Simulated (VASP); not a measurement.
NbTe:

```xyz
2
Lattice="3.6274 0.0000 0.0000 -1.8137 3.1414 0.0000 0.0000 0.0000 3.6188" Properties=species:S:1:pos:R:3 pbc="T T T"
Te    1.8137    1.0471    0.0000
Nb    0.0000    0.0000    1.8094
```

Base run:

```yaml
Program: VASP 6.6.1
Functional: LDA
Potentials_or_basis: VASP PAW LDA potentials, release 64 (Te, Nb_sv)
Cutoff: 520 eV
k_mesh: 8 × 8 × 7
Occupations: fermi-dirac, width 0.05 eV
Spin: no spin polarisation
```

Its results: pressure 0.2 GPa.

**Question.** The run is repeated on the same cell with these changes: functional from LDA to r2SCAN; potentials or basis from VASP PAW LDA potentials, release 64 (Te, Nb_sv) to VASP PAW PBE potentials, release 64 (Te, Nb_sv). What comes out?

**Answer.** Pressure 7.0 GPa.

Caveats: the PAW data sets were made with another functional, which shifts forces and pressure a little (some runs).
